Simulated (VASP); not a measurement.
# MnCo3C (Pm-3m) in VASP: single point with LDA

Aim: the single point of MnCo3C with LDA.

Everything below comes from runs of VASP 6.6.1. Logs are shortened: lines on timing, memory, paths and dates and some standing lists are left out, and cuts for length are marked.

## 1. The cell of the first run

Symmetry: Pm-3m, No. 221, cubic system. Conventional cell: a = 3.754 Å, b = 3.754 Å, c = 3.754 Å, α = 90.00°, β = 90.00°, γ = 90.00°. Within 3.5 Å of Mn (site symmetry m-3m) lie 12 Co at 2.65 Å and 8 C at 3.25 Å. Co (site symmetry 4/mmm) has 2 C at 1.88 Å within 2.5 Å. C (site symmetry m-3m) has 6 Co at 1.88 Å within 2.5 Å.

## 2. Single point, LDA, collinear spin, ferrimagnetic start

The input, INCAR:

```
SYSTEM = MnCo3C
  ALGO = Normal
  EDIFF = 1E-6
  ENCUT = 520
  ISIF = 2
  ISMEAR = -1
  ISPIN = 2
  LASPH = .True.
  LCHARG = .False.
  LMAXMIX = 4
  LORBIT = 11
  LREAL = .False.
  LWAVE = .False.
  MAGMOM = 2.8 -1.8 1.8 -1.8 0
  NBANDS = 34
  NELM = 150
  PREC = Accurate
  SIGMA = 0.1
```

The input, KPOINTS:

```
k-points
0
Gamma
  6 6 6
  0 0 0
```

The input, POSCAR:

```
MnCo3C
1.0
    3.7543440000      0.0000000000      0.0000000000
    0.0000000000      3.7543440000      0.0000000000
    0.0000000000      0.0000000000      3.7543440000
Mn Co C
1 3 1
Direct
    0.5000000000      0.5000000000      0.5000000000
    0.5000000000      0.0000000000      0.0000000000
    0.0000000000      0.5000000000      0.0000000000
    0.0000000000      0.0000000000      0.5000000000
    0.0000000000      0.0000000000      0.0000000000
```

Potentials or basis: VASP PAW LDA potentials, release 64 (Mn_pv, Co, C).

The run is started by

```console
cat potpaw_LDA.64/Mn_pv/POTCAR potpaw_LDA.64/Co/POTCAR potpaw_LDA.64/C/POTCAR > POTCAR
mpirun -np 1 vasp_std > vasp.out
```

OUTCAR:

```text
SYSTEM = MnCo3C
   EDIFF = 1E-6
   ENCUT = 520
   ISIF = 2
   ISMEAR = -1
   ISPIN = 2
   LASPH = .True.
   LORBIT = 11
   LREAL = .False.
   NELM = 150
   PREC = Accurate

 ion  position               nearest neighbor table
   1  0.500  0.500  0.500-   2 2.65   3 2.65   4 2.65   2 2.65   3 2.65   2 2.65   4 2.65   2 2.65
                             3 2.65   4 2.65   3 2.65   4 2.65
   2  0.500  0.000  0.000-   5 1.88   5 1.88   4 2.65   1 2.65   1 2.65   4 2.65   1 2.65   3 2.65
                             1 2.65   3 2.65   4 2.65   3 2.65   4 2.65   3 2.65
   3  0.000  0.500  0.000-   5 1.88   5 1.88   4 2.65   1 2.65   1 2.65   4 2.65   2 2.65   4 2.65
                             2 2.65   4 2.65   1 2.65   2 2.65   1 2.65   2 2.65
   4  0.000  0.000  0.500-   5 1.88   5 1.88   3 2.65   1 2.65   2 2.65   3 2.65   2 2.65   1 2.65
                             3 2.65   3 2.65   1 2.65   2 2.65   2 2.65   1 2.65
   5  0.000  0.000  0.000-   2 1.88   3 1.88   4 1.88   4 1.88   3 1.88   2 1.88

  LATTYP: Found a simple cubic cell.
 ALAT       =     3.7543440000

  Lattice vectors:

 A1 = (   3.7543440000,   0.0000000000,   0.0000000000)
 A2 = (   0.0000000000,   3.7543440000,   0.0000000000)
 A3 = (   0.0000000000,   0.0000000000,   3.7543440000)

Analysis of symmetry for initial positions (statically):
=====================================================================
 Subroutine PRICEL returns:
 Original cell was already a primitive cell.

 Routine SETGRP: Setting up the symmetry group for a
 simple cubic supercell.

 Subroutine GETGRP returns: Found 48 space group operations
 (whereof 48 operations were pure point group operations)
 out of a pool of 48 trial point group operations.

The static configuration has the point symmetry O_h .

Analysis of symmetry for dynamics (positions and initial velocities):
=====================================================================
 Subroutine PRICEL returns:
 Original cell was already a primitive cell.

 Routine SETGRP: Setting up the symmetry group for a
 simple cubic supercell.

 Subroutine GETGRP returns: Found 48 space group operations
 (whereof 48 operations were pure point group operations)
 out of a pool of 48 trial point group operations.

The dynamic configuration has the point symmetry O_h .

Analysis of structural, dynamic, and magnetic symmetry:
=====================================================================
 Subroutine PRICEL returns:
 Original cell was already a primitive cell.

 Routine SETGRP: Setting up the symmetry group for a
 simple cubic supercell.

 Subroutine GETGRP returns: Found 16 space group operations
 (whereof 16 operations were pure point group operations)
 out of a pool of 48 trial point group operations.

The overall configuration has the point symmetry D_4h.

 Subroutine INISYM returns: Found 16 space group operations
 (whereof 16 operations are pure point group operations),
 and found     1 'primitive' translations

----------------------------------------------------------------------------------------

                                     Primitive cell

  volume of cell :      52.9178

  direct lattice vectors                    reciprocal lattice vectors
     3.754344000  0.000000000  0.000000000     0.266358117  0.000000000  0.000000000
     0.000000000  3.754344000  0.000000000     0.000000000  0.266358117  0.000000000
     0.000000000  0.000000000  3.754344000     0.000000000  0.000000000  0.266358117

  length of vectors
     3.754344000  3.754344000  3.754344000     0.266358117  0.266358117  0.266358117

  position of ions in fractional coordinates (direct lattice)
     0.500000000  0.500000000  0.500000000
     0.500000000  0.000000000  0.000000000
     0.000000000  0.500000000  0.000000000
     0.000000000  0.000000000  0.500000000
     0.000000000  0.000000000  0.000000000

  ion indices of the primitive-cell ions
   primitive index   ion index
                 1           1
                 2           2
                 3           3
                 4           4
                 5           5

[... 31 lines left out ...]
  0.333333  0.000000  0.000000      4.000000
  0.000000  0.333333  0.000000      2.000000
  0.500000  0.000000  0.000000      2.000000
[... 16 lines left out ...]
  0.166667  0.166667  0.166667      8.000000
  0.333333  0.166667  0.166667     16.000000
 [... further k-points ...]
   k-points           NKPTS =     40   k-points in BZ     NKDIM =     40   number of bands    NBANDS=     34
   number of dos      NEDOS =    301   number of ions     NIONS =      5
   total plane-waves  NPLWV =  21952
   dimension x,y,z NGX =    28 NGY =   28 NGZ =   28
   dimension x,y,z NGXF=    56 NGYF=   56 NGZF=   56
   ions per type =               1   3   1
   NGX,Y,Z   is equivalent  to a cutoff of  12.40, 12.40, 12.40 a.u.
   NGXF,Y,Z  is equivalent  to a cutoff of  24.80, 24.80, 24.80 a.u.
 SYSTEM =  MnCo3C
   PREC   = accura    normal or accurate (medium, high low for compatibility)
   ISTART =      0    job   : 0-new  1-cont  2-samecut
   ICHARG =      2    charge: 1-file 2-atom 10-const
   ISPIN  =      2    spin polarized calculation?
   LNONCOLLINEAR =      F non collinear calculations
   LSORBIT =      F    spin-orbit coupling
   LASPH  =      T    aspherical Exc in radial PAW
   ENCUT  =  520.0 eV  38.22 Ry    6.18 a.u.   6.98  6.98  6.98*2*pi/ulx,y,z
   NELM   =    150;   NELMIN=  2; NELMDL= -5     # of ELM steps
   EDIFF  = 0.1E-05   stopping-criterion for ELM
   LREAL  =      F    real-space projection
   EDIFFG = 0.1E-04   stopping-criterion for IOM
   NSW    =      0    number of steps for IOM
   IBRION =     -1    ionic relax: 0-MD 1-quasi-New 2-CG
   NFREE  =      0    steps in history (QN), initial steepest desc. (CG)
   ISIF   =      2    stress and relaxation
   ISYM   =      2    0-nonsym 1-usesym 2-fastsym
   POTIM  = 0.5000    time-step for ionic-motion
   TEBEG  =    0.0;   TEEND  =   0.0 temperature during run
   PSTRESS=    0.0 pullay stress
   NELECT =      44.0000    total number of electrons
   NUPDOWN=      -1.0000    fix difference up-down
   EMIN   =  10.00;   EMAX   =-10.00  energy-range for DOS
   EFERMI =   0.00;   METHOD = LEGACY
   ISMEAR =    -1;   SIGMA  =   0.10  broadening in eV -4-tet -1-fermi 0-gaus
   EFERMI_NEDOS =   21; number of points for ismear=-14 and -15
   IALGO  =     38    algorithm
   IMIX   =      4    mixing-type and parameters
     AMIX     =   0.40;   BMIX     =  1.00
     AMIX_MAG =   1.60;   BMIX_MAG =  1.00
  volume/ion in A,a.u.               =      10.58        71.42
  Fermi-wavevector in a.u.,A,eV,Ry     =   1.539424  2.909090 32.243455  2.369827
  Thomas-Fermi vector in A             =   2.645654
   LORBIT       =     11    0 simple, 1 ext, 2 COOP (PROOUT), +10 PAW based schemes
   GGA     = CA    functional components
   LHFCALC =     F    Hartree Fock is set to
   AEXX    =    0.0000 exact exchange contribution
   IVDW    =     0    specifies the selected vdW correction
   LEPSILON=     F    determine dielectric tensor
   LRPA    =     F    only Hartree local field effects (RPA)
 spin polarized calculation
  energy-cutoff  :      520.00
  volume of cell :       52.92
 maximum number of plane-waves:      1452
 NGX is ok and might be reduce to    28
   NGX = 13   NGY = 13   NGZ = 13

 number of electron      44.0000021 magnetization       5.5583237

 Free energy of the ion-electron system (eV)
  ---------------------------------------------------
  ext. energy  EPLUGINS =         0.00000000
  ---------------------------------------------------
  free energy    TOTEN  =       -43.97440773 eV

  energy without entropy =      -43.81372635  energy(sigma->0) =      -43.89406704

 E-fermi :   9.0738     XC(G=0): -13.3287

 val. band max:        9.0620809683   @ k =   0.1667   0.0000   0.3333
 cond. band min:       9.1278065170   @ k =   0.0000   0.0000   0.0000
 fundamental gap:      0.0657255487
 Fermi energy:         9.0738293818

 spin component 1

 k-point     1 :       0.0000    0.0000    0.0000
  band No.  band energies     occupation
      1     -39.8822      1.00000
      2     -39.8821      1.00000
      3     -39.8821      1.00000
      4      -4.5423      1.00000
      5       2.7033      1.00000
      6       4.8158      1.00000
[... 877 lines left out ...]
     33      18.7995      0.00000
     34      20.3839      0.00000

 [... further k-points ...]

 spin component 2

 k-point     1 :       0.0000    0.0000    0.0000
  band No.  band energies     occupation
      1     -36.3670      1.00000
      2     -36.3670      1.00000
      3     -36.3670      1.00000
      4      -4.4766      1.00000
      5       3.1150      1.00000
      6       5.8070      1.00000
[... 877 lines left out ...]
     33      19.3615      0.00000
     34      21.0949      0.00000

 [... further k-points ...]

------------------------ aborting loop because EDIFF is reached ----------------------------------------

  FORCE on cell =-STRESS in cart. coord.  units (eV):
  Direction    XX          YY          ZZ          XY          YZ          ZX
  --------------------------------------------------------------------------------------
  -------------------------------------------------------------------------------------
  Total       -5.8654154     -5.8644134     -5.8654154      0.0000000      0.0000000      0.0000000
  in kB     -177.5853629   -177.5550259   -177.5853629      0.0000000      0.0000000      0.0000000
  external PRESSURE =    -177.5752506 kB  Pullay stress =       0.0000000 kB

 VOLUME and BASIS-vectors are now :
 -----------------------------------------------------------------------------
  energy-cutoff  :      520.00
  volume of cell :       52.92
      direct lattice vectors                 reciprocal lattice vectors
     3.754344000  0.000000000  0.000000000     0.266358117  0.000000000  0.000000000
     0.000000000  3.754344000  0.000000000     0.000000000  0.266358117  0.000000000
     0.000000000  0.000000000  3.754344000     0.000000000  0.000000000  0.266358117

 POSITION                                       TOTAL-FORCE (eV/Angst)
 -----------------------------------------------------------------------------------
      1.87717      1.87717      1.87717         0.000000      0.000000      0.000000
      1.87717      0.00000      0.00000         0.000000      0.000000      0.000000
      0.00000      1.87717      0.00000         0.000000      0.000000      0.000000
      0.00000      0.00000      1.87717         0.000000      0.000000      0.000000
      0.00000      0.00000      0.00000         0.000000      0.000000      0.000000
 -----------------------------------------------------------------------------------
    total drift:                                0.000000      0.000000      0.000000

  FREE ENERGIE OF THE ION-ELECTRON SYSTEM (eV)
  ---------------------------------------------------
  free  energy   TOTEN  =       -43.9744077326 eV

  energy  without entropy=      -43.8137263534  energy(sigma->0) =      -43.89406704

 total charge

# of ion       s       p       d       tot
------------------------------------------
    1        0.315   6.240   4.974  11.530
    2        0.450   0.599   7.433   8.482
    3        0.450   0.599   7.433   8.482
    4        0.450   0.599   7.433   8.482
    5        0.888   1.554   0.000   2.443
--------------------------------------------------
tot          2.555   9.591  27.272  39.418

 magnetization (x)

# of ion       s       p       d       tot
------------------------------------------
    1        0.017   0.016   3.539   3.572
    2       -0.006  -0.007   0.640   0.626
    3       -0.006  -0.007   0.640   0.627
    4       -0.006  -0.007   0.640   0.626
    5        0.005  -0.019   0.000  -0.014
--------------------------------------------------
tot          0.003  -0.024   5.459   5.438
```

Wall time 1.7 min (1 thread of Intel Xeon Platinum 8488C (Sapphire Rapids), shared host); peak memory 0.22 GiB.

Results:

```yaml
Free_energy: -43.9744 eV
Pressure: -17.8 GPa
Net_moment: 5.56 μB per cell
Site_moments: Mn +3.57; Co +0.63; C -0.01 μB
Valence_electrons_inside_the_program's_atomic_spheres: Mn 11.53; Co 8.48; C 2.44
```

Caveat: the cell stands under tension.
